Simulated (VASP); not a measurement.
Here is a VASP 6.6.1 calculation.

File POSCAR:

```
Hg
1.0
    5.4666964342      0.0000000000      0.0000000000
   -2.7333482171      4.7342979868      0.0000000000
    0.0000000000      0.0000000000      3.1852178100
Hg
3
Direct
    0.3333333333      0.6666666667      0.5000000000
    0.6666666667      0.3333333333      0.5000000000
    0.0000000000      0.0000000000      0.0000000000
```

INCAR.step1

```
ALGO = Normal ; EDIFF = 1E-4
ENCUT = 520 ; GGA = PE
ISMEAR = -1 ; LASPH = T
LCHARG = F ; LREAL = F
LWAVE = T ; NBANDS = 25
NELM = 100 ; PREC = Accurate
SIGMA = 0.03
```

File INCAR.step2:

```
ALGO = Normal ; EDIFF = 1E-8
ENCUT = 520 ; ISIF = 2
ISMEAR = -1 ; ISTART = 1
LASPH = T ; LCHARG = F
LEFG = T ; LMIXTAU = T
LREAL = F ; LWAVE = F
METAGGA = R2SCAN ; NBANDS = 25
NELM = 100 ; PREC = Accurate
SIGMA = 0.03
```

The input KPOINTS:

```
k-points
0
Gamma
  7 7 10
```

Potentials or basis: VASP PAW PBE potentials, release 64 (Hg).

Launch:

```bash
$ cat potpaw_PBE.64/Hg/POTCAR > POTCAR
$ cp INCAR.step1 INCAR
$ mpirun -np 1 vasp_std > vasp.out
$ cp INCAR.step2 INCAR
$ mpirun -np 1 vasp_std > vasp.out
```

(1) What does it give for the pressure?

(2) Predict the band gap on the k mesh.

## Answers

(1) -0.1 GPa.

(2) zero (band 18 reaches 3.61 eV, above the bottom of band 19 at 0.84 eV).

Caveat: without QUAD_EFG the Cq values of the log hold for a quadrupole moment of 1 mb, not for the nuclei; the PAW data sets were made with another functional, which shifts forces and pressure a little; spin-orbit coupling is left out, which moves the levels of the heavy elements.
